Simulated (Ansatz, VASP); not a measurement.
Au: VASP beside Ansatz

```xyz
1
Lattice="0.0000 2.0350 2.0350 2.0350 0.0000 2.0350 2.0350 2.0350 0.0000" Properties=species:S:1:pos:R:3 pbc="T T T"
Au    0.0000    0.0000    0.0000
```

Alike in both runs: task single point; functional PBE; k mesh 7 × 7 × 7; occupations fermi-dirac, width 0.02 eV; no spin polarisation.

|  | VASP | Ansatz |
| --- | --- | --- |
| version | VASP 6.6.1 | Ansatz 0.2.0 |
| potentials or method | VASP PAW PBE potentials, release 64 (Au), cutoff 520 eV | all-electron LAPW, scalar-relativistic |

```tsv
	VASP	Ansatz	Ansatz less VASP
gap on the k mesh at the Fermi level (eV)	none	none	-
pressure (GPa)	10.3	10.6	+0.30
```

A gap of «none» marks a metal or a gap that the smearing closes. Ansatz ran all-electron here, and VASP with PAW potentials.

The k mesh is coarse, so the values compare programs but aren't converged. Spin-orbit coupling is off throughout.
